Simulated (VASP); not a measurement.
# Mo in VASP: relaxation of the atoms with LDA

Aim: the relaxation of the atoms of Mo with LDA.

Everything below comes from runs of VASP 6.6.1. Logs are shortened: lines on timing, memory, paths and dates and some standing lists are left out, and cuts for length are marked.

## (1) The cell of the first run

The cell holds a slab with vacuum, 2 atoms: a = 4.401 Å, b = 4.401 Å, c = 16.898 Å, α = 90.00°, β = 90.00°, γ = 120.00°.

## (2) Relaxation of the atoms, LDA

The input, INCAR:

```
  ALGO = Normal
  DIPOL = 0.5 0.5 0.500
  EDIFF = 1E-6
  EDIFFG = -0.01
  ENCUT = 520
  IBRION = 2
  IDIPOL = 3
  ISIF = 2
  ISMEAR = -1
  LASPH = T
  LCHARG = F
  LDIPOL = T
  LREAL = F
  LWAVE = F
  NELM = 100
  NSW = 32
  PREC = Accurate
  SIGMA = 0.1
```

The input, KPOINTS:

```
k-points
0
Gamma
  9 9 1
```

The input, POSCAR:

```
Mo
1.0
    4.4006566657      0.0000000000      0.0000000000
   -2.2003283328      3.8110804658      0.0000000000
    0.0000000000      0.0000000000     16.8983000000
Mo
2
Direct
    0.8333333333      0.1666666667      0.4834955734
    0.1666666667      0.8333333333      0.5165044266
```

Potentials or basis: VASP PAW LDA potentials, release 64 (Mo_sv).

Launch:

```console
> cat potpaw_LDA.64/Mo_sv/POTCAR > POTCAR
> mpirun -np 1 vasp_std > vasp.out
```

OUTCAR:

```text
EDIFF = 1E-6
   EDIFFG = -0.01
   ENCUT = 520
   IBRION = 2
   ISIF = 2
   ISMEAR = -1
   LASPH = T
   LREAL = F
   NELM = 100
   NSW = 32
   PREC = Accurate

 ion  position               nearest neighbor table
   1  0.833  0.167  0.483-   2 2.60   2 2.60   2 2.60
   2  0.167  0.833  0.517-   1 2.60   1 2.60   1 2.60

  LATTYP: Found a hexagonal cell.
 ALAT       =     4.4006566657
 C/A-ratio  =     3.8399496447

  Lattice vectors:

 A1 = (   4.4006566657,   0.0000000000,   0.0000000000)
 A2 = (  -2.2003283328,   3.8110804658,   0.0000000000)
 A3 = (   0.0000000000,   0.0000000000,  16.8983000000)

Analysis of symmetry for initial positions (statically):
=====================================================================
 Subroutine PRICEL returns:
 Original cell was already a primitive cell.

 Routine SETGRP: Setting up the symmetry group for a
 hexagonal supercell.

 Subroutine GETGRP returns: Found 12 space group operations
 (whereof  4 operations were pure point group operations)
 out of a pool of 24 trial point group operations.

The static configuration has the point symmetry C_2h.
 The point group associated with its full space group is D_3d.

Analysis of symmetry for dynamics (positions and initial velocities):
=====================================================================
 Subroutine PRICEL returns:
 Original cell was already a primitive cell.

 Routine SETGRP: Setting up the symmetry group for a
 hexagonal supercell.

 Subroutine GETGRP returns: Found 12 space group operations
 (whereof  4 operations were pure point group operations)
 out of a pool of 24 trial point group operations.

The dynamic configuration has the point symmetry C_2h.
 The point group associated with its full space group is D_3d.

 Subroutine INISYM returns: Found 12 space group operations
 (whereof  4 operations are pure point group operations),
 and found     1 'primitive' translations

----------------------------------------------------------------------------------------

                                     Primitive cell

  volume of cell :     283.4057

  direct lattice vectors                    reciprocal lattice vectors
     4.400656666  0.000000000  0.000000000     0.227238814  0.131196390  0.000000000
    -2.200328333  3.811080466  0.000000000     0.000000000  0.262392780  0.000000000
     0.000000000  0.000000000 16.898300000     0.000000000  0.000000000  0.059177550

  length of vectors
     4.400656666  4.400656666 16.898300000     0.262392780  0.262392780  0.059177550

  position of ions in fractional coordinates (direct lattice)
     0.833333333  0.166666667  0.483495573
     0.166666667  0.833333333  0.516504427

  ion indices of the primitive-cell ions
   primitive index   ion index
                 1           1
                 2           2

----------------------------------------------------------------------------------------

 KPOINTS: k-points

Automatic generation of k-mesh.
 Grid dimensions read from file:
 generate k-points for:    9    9    1

 Generating k-lattice:

  Cartesian coordinates                     Fractional coordinates (reciprocal lattice)
     0.025248757  0.014577377  0.000000000     0.111111111  0.000000000  0.000000000
     0.000000000  0.029154753  0.000000000     0.000000000  0.111111111  0.000000000
     0.000000000  0.000000000  0.059177550     0.000000000  0.000000000  1.000000000

  Length of vectors
     0.029154753  0.029154753  0.059177550

  Shift w.r.t. Gamma in fractional coordinates (k-lattice)
     0.000000000  0.000000000  0.000000000

 Subroutine IBZKPT returns following result:
[... 42 lines left out ...]
   ISIF   =      2    stress and relaxation
   ISYM   =      2    0-nonsym 1-usesym 2-fastsym
   POTIM  = 0.5000    time-step for ionic-motion
   TEBEG  =    0.0;   TEEND  =   0.0 temperature during run
   PSTRESS=    0.0 pullay stress
   NELECT =      28.0000    total number of electrons
   NUPDOWN=      -1.0000    fix difference up-down
   EMIN   =  10.00;   EMAX   =-10.00  energy-range for DOS
   EFERMI =   0.00;   METHOD = LEGACY
   ISMEAR =    -1;   SIGMA  =   0.10  broadening in eV -4-tet -1-fermi 0-gaus
   EFERMI_NEDOS =   21; number of points for ismear=-14 and -15
   IALGO  =     38    algorithm
   IMIX   =      4    mixing-type and parameters
     AMIX     =   0.40;   BMIX     =  1.00
     AMIX_MAG =   1.60;   BMIX_MAG =  1.00
  volume/ion in A,a.u.               =     141.70       956.26
  Fermi-wavevector in a.u.,A,eV,Ry     =   0.756818  1.430178  7.793051  0.572773
  Thomas-Fermi vector in A             =   1.855024
   LORBIT       =      0    0 simple, 1 ext, 2 COOP (PROOUT), +10 PAW based schemes
   GGA     = CA    functional components
   LHFCALC =     F    Hartree Fock is set to
   AEXX    =    0.0000 exact exchange contribution
   IVDW    =     0    specifies the selected vdW correction
   LEPSILON=     F    determine dielectric tensor
   LRPA    =     F    only Hartree local field effects (RPA)
 conjugate gradient relaxation of ions
 non-spin polarized calculation
  energy-cutoff  :      520.00
  volume of cell :      283.41
 maximum number of plane-waves:      7648
 NGX is ok and might be reduce to    36
   NGX = 17   NGY = 17   NGZ = 63

 dipolmoment           0.000000      0.000000      0.000000 electrons x Angstroem

--------------------------------------- Ionic step        1  -------------------------------------------

 number of electron      28.0000003 magnetization

 Free energy of the ion-electron system (eV)
  ---------------------------------------------------
  ext. energy  EPLUGINS =         0.00000000
  ---------------------------------------------------
  free energy    TOTEN  =       -16.26417051 eV

  energy without entropy =      -16.21878281  energy(sigma->0) =      -16.24147666

------------------------ aborting loop because EDIFF is reached ----------------------------------------

  FORCE on cell =-STRESS in cart. coord.  units (eV):
  Direction    XX          YY          ZZ          XY          YZ          ZX
  --------------------------------------------------------------------------------------
  -------------------------------------------------------------------------------------
  Total      -11.3775751    -11.3775751     -0.0041484     -0.0000000     -0.0000000      0.0000000
  in kB      -64.3208349    -64.3208349     -0.0234522     -0.0000000     -0.0000000      0.0000000
  external PRESSURE =     -42.8883740 kB  Pullay stress =       0.0000000 kB

 VOLUME and BASIS-vectors are now :
 -----------------------------------------------------------------------------
  energy-cutoff  :      520.00
  volume of cell :      283.41
      direct lattice vectors                 reciprocal lattice vectors
     4.400656666  0.000000000  0.000000000     0.227238814  0.131196390  0.000000000
    -2.200328333  3.811080466  0.000000000     0.000000000  0.262392780  0.000000000
     0.000000000  0.000000000 16.898300000     0.000000000  0.000000000  0.059177550

 POSITION                                       TOTAL-FORCE (eV/Angst)
 -----------------------------------------------------------------------------------
      3.30049      0.63518      8.17025        -0.000000     -0.000000     -0.022025
     -1.10016      3.17590      8.72805         0.000000      0.000000      0.022025
 -----------------------------------------------------------------------------------
    total drift:                               -0.000001      0.000000     -0.000000

  FREE ENERGIE OF THE ION-ELECTRON SYSTEM (eV)
  ---------------------------------------------------
  free  energy   TOTEN  =       -16.2641705121 eV

  energy  without entropy=      -16.2187828072  energy(sigma->0) =      -16.24147666

--------------------------------------- Ionic step        2  -------------------------------------------

 number of electron      28.0000003 magnetization

 dipolmoment           0.000000      0.000000     -0.000000 electrons x Angstroem

 Free energy of the ion-electron system (eV)
  ---------------------------------------------------
  ext. energy  EPLUGINS =         0.00000000
  ---------------------------------------------------
  free energy    TOTEN  =       -16.26419425 eV

  energy without entropy =      -16.21907160  energy(sigma->0) =      -16.24163292

 E-fermi :  -2.7107     XC(G=0):  -2.8688

 val. band max:       -2.8898512072   @ k =   0.1111   0.1111   0.0000
 cond. band min:      -2.5031328811   @ k =   0.1111   0.1111   0.0000
 fundamental gap:      0.3867183261
 Fermi energy:        -2.7107153717

 k-point     1 :       0.0000    0.0000    0.0000
  band No.  band energies     occupation
      1     -62.9205      2.00000
      2     -62.6354      2.00000
      3     -37.4316      2.00000
      4     -37.4316      2.00000
      5     -37.2357      2.00000
      6     -37.0978      2.00000
[... 229 lines left out ...]
      5     -37.2745      2.00000
      6     -36.8891      2.00000
[... 10 lines left out ...]
     17      -1.3357      0.00000
     18      -0.0276      0.00000

------------------------ aborting loop because EDIFF is reached ----------------------------------------

 vacuum level on the upper side and lower side of the slab       (xc-potential included)        -0.020        -0.020

  FORCE on cell =-STRESS in cart. coord.  units (eV):
  Direction    XX          YY          ZZ          XY          YZ          ZX
  --------------------------------------------------------------------------------------
  -------------------------------------------------------------------------------------
  Total      -11.3891644    -11.3891644     -0.0177118     -0.0000000      0.0000000      0.0000000
  in kB      -64.3863528    -64.3863528     -0.1001302     -0.0000000      0.0000000      0.0000000
  external PRESSURE =     -42.9576119 kB  Pullay stress =       0.0000000 kB

 VOLUME and BASIS-vectors are now :
 -----------------------------------------------------------------------------
  energy-cutoff  :      520.00
  volume of cell :      283.41
      direct lattice vectors                 reciprocal lattice vectors
     4.400656666  0.000000000  0.000000000     0.227238814  0.131196390  0.000000000
    -2.200328333  3.811080466  0.000000000     0.000000000  0.262392780  0.000000000
     0.000000000  0.000000000 16.898300000     0.000000000  0.000000000  0.059177550

 POSITION                                       TOTAL-FORCE (eV/Angst)
 -----------------------------------------------------------------------------------
      3.30049      0.63518      8.16919         0.000000      0.000000      0.000141
     -1.10016      3.17590      8.72911        -0.000000     -0.000000     -0.000141
 -----------------------------------------------------------------------------------
    total drift:                               -0.000001      0.000000     -0.000000

  FREE ENERGIE OF THE ION-ELECTRON SYSTEM (eV)
  ---------------------------------------------------
  free  energy   TOTEN  =       -16.2641942473 eV

  energy  without entropy=      -16.2190715993  energy(sigma->0) =      -16.24163292

 reached required accuracy - stopping structural energy minimisation

 vacuum level on the upper side and lower side of the slab         1.933         1.933
```

Run time: 2.7 min. Hardware: 1 thread of Intel Xeon 8259CL, shared host; peak memory 0.32 GiB.

What came out:

```yaml
Free_energy: -16.2642 eV
Energy_gained_by_relaxing: 0.0 meV/atom
Ionic_steps: 2
Band_gap_on_the_k_mesh: 0.39 eV
```

Final structure:
```
Mo
1.0
     4.40066    0.00000    0.00000
    -2.20033    3.81108    0.00000
     0.00000    0.00000   16.89830
Mo
2
Cartesian
  3.3005 0.6352 8.1692
  -1.1002 3.1759 8.7291
```
